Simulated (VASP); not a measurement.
# Cd2HgO3 (C2/m) in VASP: single point with PBE

Aim: the single point of Cd2HgO3 with PBE.

Everything below comes from runs of VASP 6.6.1. Logs are shortened: lines on timing, memory, paths and dates and some standing lists are left out, and cuts for length are marked.

**1. The cell of the first run**

The structure is monoclinic, space group C2/m (No. 12). Conventional cell: a = 6.115 Å, b = 3.529 Å, c = 9.266 Å, α = 90.00°, β = 102.94°, γ = 90.00°. Cd (site symmetry m) has 6 O at 2.35 to 2.44 Å within 3.1 Å. Within 2.7 Å of Hg (site symmetry 2/m) lie 2 O at 2.00 Å. O (site symmetry m) has 1 Hg at 2.00 Å and 3 Cd at 2.35 Å within 2.7 Å. O (site symmetry 2/m) has 6 Cd at 2.44 Å and 6 O at 3.23 Å within 3.3 Å.

**2. Single point, PBE (16.24 Å³/atom)**

INCAR reads:

```
ALGO = Normal
EDIFF = 1E-7
ENCUT = 520
GGA = PE
ISIF = 2
ISMEAR = 0
LASPH = True
LCHARG = False
LREAL = False
LWAVE = False
NBANDS = 36
NELM = 80
PREC = Accurate
SIGMA = 0.1
```

KPOINTS reads:

```
k-points
0
Gamma
  12 12 4
```

POSCAR reads:

```
Cd2HgO3
1.0
    3.0576620918     -1.7645064704      0.0196777351
    3.0576620918      1.7645064704      0.0196777351
   -2.1324701709      0.0000000000      9.0172860005
Cd Hg O
2 1 3
Direct
    0.2170984547      0.2170984547      0.1489739609
    0.7829015453      0.7829015453      0.8510260391
    0.0000000000      0.0000000000      0.5000000000
    0.9276651798      0.9276651798      0.2781061069
    0.5000000000      0.5000000000      0.0000000000
    0.0723348202      0.0723348202      0.7218938931
```

Potentials or basis: VASP PAW PBE potentials, release 64 (Cd, Hg, O).

Started as:

```console
$ cat potpaw_PBE.64/Cd/POTCAR potpaw_PBE.64/Hg/POTCAR potpaw_PBE.64/O/POTCAR > POTCAR
$ mpirun -np 1 vasp_std > vasp.out
```

OUTCAR:

```text
EDIFF = 1E-7
   ENCUT = 520
   GGA = PE
   ISIF = 2
   ISMEAR = 0
   LASPH = True
   LREAL = False
   NELM = 80
   PREC = Accurate

 ion  position               nearest neighbor table
   1  0.217  0.217  0.149-   4 2.35   4 2.35   4 2.35   5 2.44   5 2.44   5 2.44   2 3.37   2 3.38
                             2 3.38   3 3.76   3 3.76   3 3.78
   2  0.783  0.783  0.851-   6 2.35   6 2.35   6 2.35   5 2.44   5 2.44   5 2.44   1 3.37   1 3.38
                             1 3.38   3 3.76   3 3.76   3 3.78
   3  0.000  0.000  0.500-   4 2.00   6 2.00   2 3.76   2 3.76   1 3.76   1 3.76   1 3.78   2 3.78

   4  0.928  0.928  0.278-   3 2.00   1 2.35   1 2.35   1 2.35
   5  0.500  0.500  0.000-   1 2.44   1 2.44   2 2.44   2 2.44   1 2.44   2 2.44
   6  0.072  0.072  0.722-   3 2.00   2 2.35   2 2.35   2 2.35

  LATTYP: Found a base centered monoclinic cell.
 ALAT       =     6.1154508193
 B/A-ratio  =     0.5770650513
 C/A-ratio  =     1.5151796230
 COS(beta)  =    -0.2238716359

  Lattice vectors:

 A1 = (   3.0576620918,  -1.7645064704,   0.0196777351)
 A2 = (   3.0576620918,   1.7645064704,   0.0196777351)
 A3 = (  -2.1324701709,   0.0000000000,   9.0172860005)

Analysis of symmetry for initial positions (statically):
=====================================================================
 Subroutine PRICEL returns:
 Original cell was already a primitive cell.

 Routine SETGRP: Setting up the symmetry group for a
 base centered monoclinic supercell.

 Subroutine GETGRP returns: Found  4 space group operations
 (whereof  4 operations were pure point group operations)
 out of a pool of  4 trial point group operations.

The static configuration has the point symmetry C_2h.

Analysis of symmetry for dynamics (positions and initial velocities):
=====================================================================
 Subroutine PRICEL returns:
 Original cell was already a primitive cell.

 Routine SETGRP: Setting up the symmetry group for a
 base centered monoclinic supercell.

 Subroutine GETGRP returns: Found  4 space group operations
 (whereof  4 operations were pure point group operations)
 out of a pool of  4 trial point group operations.

The dynamic configuration has the point symmetry C_2h.

 Subroutine INISYM returns: Found  4 space group operations
 (whereof  4 operations are pure point group operations),
 and found     1 'primitive' translations

----------------------------------------------------------------------------------------

                                     Primitive cell

  volume of cell :      97.4494

  direct lattice vectors                    reciprocal lattice vectors
     3.057662092 -1.764506470  0.019677735     0.163275136 -0.283365354  0.038612434
     3.057662092  1.764506470  0.019677735     0.163275136  0.283365354  0.038612434
    -2.132470171  0.000000000  9.017286001    -0.000712606  0.000000000  0.110729591

  length of vectors
     3.530321199  3.530321199  9.266006467     0.329310816  0.329310816  0.110731884

  position of ions in fractional coordinates (direct lattice)
     0.217098455  0.217098455  0.148973961
     0.782901545  0.782901545  0.851026039
     0.000000000  0.000000000  0.500000000
     0.927665180  0.927665180  0.278106107
     0.500000000  0.500000000  0.000000000
     0.072334820  0.072334820  0.721893893

  ion indices of the primitive-cell ions
   primitive index   ion index
                 1           1
                 2           2
                 3           3
                 4           4
                 5           5
                 6           6

----------------------------------------------------------------------------------------

 KPOINTS: k-points

Automatic generation of k-mesh.
 Grid dimensions read from file:
 generate k-points for:   12   12    4

 Generating k-lattice:

  Cartesian coordinates                     Fractional coordinates (reciprocal lattice)
     0.013606261 -0.023613779  0.003217703     0.083333333 -0.000000000  0.000000000
     0.013606261  0.023613779  0.003217703    -0.000000000  0.083333333  0.000000000
    -0.000178151  0.000000000  0.027682398     0.000000000  0.000000000  0.250000000

  Length of vectors
     0.027442568  0.027442568  0.027682971

  Shift w.r.t. Gamma in fractional coordinates (k-lattice)
     0.000000000  0.000000000  0.000000000

 Subroutine IBZKPT returns following result:
 ===========================================

 Found    164 irreducible k-points:

 Following reciprocal coordinates:
            Coordinates               Weight
  0.000000  0.000000  0.000000      1.000000
  0.083333  0.000000  0.000000      4.000000
  0.166667  0.000000  0.000000      4.000000
  0.250000  0.000000  0.000000      4.000000
  0.333333  0.000000  0.000000      4.000000
  0.416667  0.000000  0.000000      4.000000
[... 16 lines left out ...]
  0.500000  0.166667  0.000000      4.000000
 -0.416667  0.166667 -0.000000      4.000000
 [... further k-points ...]
   k-points           NKPTS =    164   k-points in BZ     NKDIM =    164   number of bands    NBANDS=     36
   number of dos      NEDOS =    301   number of ions     NIONS =      6
   total plane-waves  NPLWV =  54880
   dimension x,y,z NGX =    28 NGY =   28 NGZ =   70
   dimension x,y,z NGXF=    56 NGYF=   56 NGZF=  140
   ions per type =               2   1   3
   NGX,Y,Z   is equivalent  to a cutoff of  13.19, 13.19, 12.56 a.u.
   NGXF,Y,Z  is equivalent  to a cutoff of  26.37, 26.37, 25.12 a.u.
 SYSTEM =  unknown system
   PREC   = accura    normal or accurate (medium, high low for compatibility)
   ISTART =      0    job   : 0-new  1-cont  2-samecut
   ICHARG =      2    charge: 1-file 2-atom 10-const
   ISPIN  =      1    spin polarized calculation?
   LNONCOLLINEAR =      F non collinear calculations
   LSORBIT =      F    spin-orbit coupling
   LASPH  =      T    aspherical Exc in radial PAW
   ENCUT  =  520.0 eV  38.22 Ry    6.18 a.u.   6.56  6.56 17.23*2*pi/ulx,y,z
   NELM   =     80;   NELMIN=  2; NELMDL= -5     # of ELM steps
   EDIFF  = 0.1E-06   stopping-criterion for ELM
   LREAL  =      F    real-space projection
   EDIFFG = 0.1E-05   stopping-criterion for IOM
   NSW    =      0    number of steps for IOM
   IBRION =     -1    ionic relax: 0-MD 1-quasi-New 2-CG
   NFREE  =      0    steps in history (QN), initial steepest desc. (CG)
   ISIF   =      2    stress and relaxation
   ISYM   =      2    0-nonsym 1-usesym 2-fastsym
   POTIM  = 0.5000    time-step for ionic-motion
   TEBEG  =    0.0;   TEEND  =   0.0 temperature during run
   PSTRESS=    0.0 pullay stress
   NELECT =      54.0000    total number of electrons
   NUPDOWN=      -1.0000    fix difference up-down
   EMIN   =  10.00;   EMAX   =-10.00  energy-range for DOS
   EFERMI =   0.00;   METHOD = LEGACY
   ISMEAR =     0;   SIGMA  =   0.10  broadening in eV -4-tet -1-fermi 0-gaus
   EFERMI_NEDOS =   21; number of points for ismear=-14 and -15
   IALGO  =     38    algorithm
   IMIX   =      4    mixing-type and parameters
     AMIX     =   0.40;   BMIX     =  1.00
     AMIX_MAG =   1.60;   BMIX_MAG =  1.00
  volume/ion in A,a.u.               =      16.24       109.60
  Fermi-wavevector in a.u.,A,eV,Ry     =   1.344662  2.541042 24.600903  1.808115
  Thomas-Fermi vector in A             =   2.472637
   LORBIT       =      0    0 simple, 1 ext, 2 COOP (PROOUT), +10 PAW based schemes
   GGA     = PE    functional components
   LHFCALC =     F    Hartree Fock is set to
   AEXX    =    0.0000 exact exchange contribution
   IVDW    =     0    specifies the selected vdW correction
   LEPSILON=     F    determine dielectric tensor
   LRPA    =     F    only Hartree local field effects (RPA)
 non-spin polarized calculation
 Gauss-broadening in eV      SIGMA  =   0.10
  energy-cutoff  :      520.00
  volume of cell :       97.45
 maximum number of plane-waves:      2670
 NGX is ok and might be reduce to    28
   NGX = 13   NGY = 13   NGZ = 35

 number of electron      54.0000007 magnetization

 Free energy of the ion-electron system (eV)
  ---------------------------------------------------
  ext. energy  EPLUGINS =         0.00000000
  ---------------------------------------------------
  free energy    TOTEN  =       -21.25417089 eV

  energy without entropy =      -21.25359268  energy(sigma->0) =      -21.25388178

 E-fermi :   0.9763     XC(G=0): -10.4061

 val. band max:        0.8700239739   @ k =   0.5000   0.5000   0.5000
 cond. band min:       1.2744059496   @ k =   0.0833   0.0000   0.0000
 fundamental gap:      0.4043819758
 Fermi energy:         0.9762904742

 k-point     1 :       0.0000    0.0000    0.0000
  band No.  band energies     occupation
      1     -16.5941      2.00000
      2     -16.0800      2.00000
      3     -15.2631      2.00000
      4      -6.6819      2.00000
      5      -6.0264      2.00000
      6      -5.9503      2.00000
[... 28 lines left out ...]
     35      13.4697      0.00000
     36      13.4925      0.00000

 k-point     2 :       0.0833    0.0000    0.0000
  band No.  band energies     occupation
      1     -16.5782      2.00000
      2     -16.0690      2.00000
      3     -15.2543      2.00000
      4      -6.6913      2.00000
      5      -5.9959      2.00000
      6      -5.9342      2.00000
[... 28 lines left out ...]
     35      12.5240      0.00000
     36      13.0858      0.00000

 k-point     3 :       0.1667    0.0000    0.0000
  band No.  band energies     occupation
      1     -16.5358      2.00000
      2     -16.0378      2.00000
      3     -15.2288      2.00000
      4      -6.7028      2.00000
      5      -5.9833      2.00000
      6      -5.9092      2.00000
[... 28 lines left out ...]
     35      12.0839      0.00000
     36      12.2870      0.00000

 k-point     4 :       0.2500    0.0000    0.0000
  band No.  band energies     occupation
      1     -16.4805      2.00000
      2     -15.9941      2.00000
      3     -15.1905      2.00000
      4      -6.7005      2.00000
      5      -6.0358      2.00000
      6      -5.9333      2.00000
[... 28 lines left out ...]
     35      11.1100      0.00000
     36      11.2078      0.00000

 k-point     5 :       0.3333    0.0000    0.0000
  band No.  band energies     occupation
      1     -16.4286      2.00000
      2     -15.9497      2.00000
      3     -15.1471      2.00000
      4      -6.6969      2.00000
      5      -6.1136      2.00000
      6      -5.9792      2.00000
[... 655 lines left out ...]
 k-point    22 :       0.4167    0.1667    0.0000
  band No.  band energies     occupation
      1     -16.4097      2.00000
      2     -15.9359      2.00000
      3     -15.1288      2.00000
      4      -6.6720      2.00000
      5      -6.1133      2.00000
      6      -5.9247      2.00000
[... 28 lines left out ...]
     35      10.1074      0.00000
     36      11.2079      0.00000

 k-point    23 :       0.5000    0.1667    0.0000
  band No.  band energies     occupation
      1     -16.3801      2.00000
      2     -15.9064      2.00000
      3     -15.0974      2.00000
      4      -6.6633      2.00000
      5      -6.1698      2.00000
      6      -5.9779      2.00000
[... 28 lines left out ...]
     35      10.3256      0.00000
     36      11.0175      0.00000

 k-point    24 :      -0.4167    0.1667   -0.0000
  band No.  band energies     occupation
      1     -16.3695      2.00000
      2     -15.8960      2.00000
      3     -15.0849      2.00000
      4      -6.6616      2.00000
      5      -6.1865      2.00000
      6      -6.0077      2.00000
[... 28 lines left out ...]
     35      10.6026      0.00000
     36      10.8544      0.00000

 [... further k-points ...]
[... 5 lines left out ...]
  --------------------------------------------------------------------------------------
  -------------------------------------------------------------------------------------
  Total       -1.1233784     -1.1232647     -0.0230178      0.0000000      0.0000000     -0.0078118
  in kB      -18.4696056    -18.4677364     -0.3784387      0.0000000      0.0000000     -0.1284341
  external PRESSURE =     -12.4385936 kB  Pullay stress =       0.0000000 kB

 VOLUME and BASIS-vectors are now :
 -----------------------------------------------------------------------------
  energy-cutoff  :      520.00
  volume of cell :       97.45
      direct lattice vectors                 reciprocal lattice vectors
     3.057662092 -1.764506470  0.019677735     0.163275136 -0.283365354  0.038612434
     3.057662092  1.764506470  0.019677735     0.163275136  0.283365354  0.038612434
    -2.132470171  0.000000000  9.017286001    -0.000712606  0.000000000  0.110729591

 POSITION                                       TOTAL-FORCE (eV/Angst)
 -----------------------------------------------------------------------------------
      1.00994      0.00000      1.35188         0.001343      0.000000     -0.009490
      2.97291      0.00000      7.70476        -0.001343      0.000000      0.009490
     -1.06624      0.00000      4.50864        -0.000000      0.000000      0.000000
      5.07992      0.00000      2.54427         0.000972      0.000000     -0.251195
      3.05766      0.00000      0.01968        -0.000000     -0.000000      0.000000
     -1.09707      0.00000      6.51237        -0.000972      0.000000      0.251195
 -----------------------------------------------------------------------------------
    total drift:                                0.000000      0.000000     -0.000000

  FREE ENERGIE OF THE ION-ELECTRON SYSTEM (eV)
  ---------------------------------------------------
  free  energy   TOTEN  =       -21.2541708881 eV

  energy  without entropy=      -21.2535926794  energy(sigma->0) =      -21.25388178
```

Wall time 14 min (1 thread of Intel Xeon 8259CL, shared host); peak memory 0.61 GiB.

What came out:

```
Free energy            : -21.2542 eV
Pressure               : -1.2 GPa
Largest force          : 0.251 eV/Å
Band gap on the k mesh : zero (bands 27 and 28 overlap by 0.16 eV)
```

Forces in eV/Å, atoms in the order of the input:
```
Cd   0.001  0.000 -0.009
Cd  -0.001  0.000  0.009
Hg   0.000  0.000  0.000
O    0.001  0.000 -0.251
O    0.000  0.000  0.000
O   -0.001  0.000  0.251
```

Stress tensor (GPa, compression positive):
```
-1.85  0.00 -0.01
 0.00 -1.85  0.00
-0.01  0.00 -0.04
```

Levels at points of the mesh, in eV from the Fermi level:
| k point | band 23 | band 24 | band 25 | band 26 | band 27 | band 28 | band 29 | band 30 | band 31 | band 32 |
| --- | --- | --- | --- | --- | --- | --- | --- | --- | --- | --- |
| (0.00, 0.00, 0.00) | -1.38 | -0.56 | -0.56 | -0.31 | -0.31 | -0.26 | 3.32 | 3.55 | 5.92 | 8.42 |
| (0.50, 0.00, 0.00) | -2.31 | -1.79 | -1.53 | -0.76 | -0.11 | 1.93 | 3.65 | 4.63 | 5.93 | 6.37 |
| (0.50, 0.50, 0.00) | -2.32 | -2.17 | -0.92 | -0.71 | -0.36 | 2.08 | 3.24 | 4.68 | 5.81 | 7.23 |
| (0.00, 0.00, 0.50) | -1.12 | -0.99 | -0.99 | -0.13 | -0.13 | 1.04 | 1.88 | 4.47 | 5.37 | 9.94 |
| (0.50, 0.00, 0.50) | -2.32 | -2.17 | -0.92 | -0.71 | -0.37 | 2.09 | 3.24 | 4.68 | 5.81 | 7.22 |
| (0.50, 0.50, 0.50) | -2.29 | -1.79 | -1.53 | -0.77 | -0.11 | 1.93 | 3.65 | 4.63 | 5.92 | 6.36 |

Caveat: semilocal functionals underestimate gaps, and a narrow one can read as zero; spin-orbit coupling is left out, which moves the levels of the heavy elements.

The gap in the log of VASP goes by the Fermi energy; the results here count the filled bands.